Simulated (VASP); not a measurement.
H24CO11, 36 atoms in the cell. The cell holds a disordered packing, 36 atoms: a = 7.160 Å, b = 7.160 Å, c = 7.160 Å, α = 90.00°, β = 90.00°, γ = 90.00°. 

```yaml
Program: VASP 6.6.1
Task: single point
Functional: PBE
Dispersion: D3(BJ)
Potentials_or_basis: VASP PAW PBE potentials, release 64 (O_h, H_h, C_h)
Cutoff: 1000 eV
k_mesh: 1 × 1 × 1
Occupations: fermi-dirac, width 0.02 eV
Spin: no spin polarisation
Dipole_correction: no
Further_INCAR_settings: LREAL = Auto; ALGO = Normal; EDIFF = 1e-06; NBANDS = 71
```

Potentials or basis: VASP PAW PBE potentials, release 64 (O_h, H_h, C_h).

Launch:

```console
$ cat potpaw_PBE.64/O_h/POTCAR potpaw_PBE.64/H_h/POTCAR potpaw_PBE.64/C_h/POTCAR > POTCAR
$ mpirun -np 1 vasp_gam > vasp.out
```

Hardware: 1 thread of Intel(R) Xeon(R) Platinum 8259CL CPU @ 2.50GHz (Skylake/Cascade Lake) (shared host).

**Question.** How long does it take, and how much memory?

**Answer.** Run time: 2.9 min on 1 thread of Intel(R) Xeon(R) Platinum 8259CL CPU @ 2.50GHz (Skylake/Cascade Lake), with other jobs on the host, peak memory 0.91 GiB. Counts: scf iterations 17, k points 1.
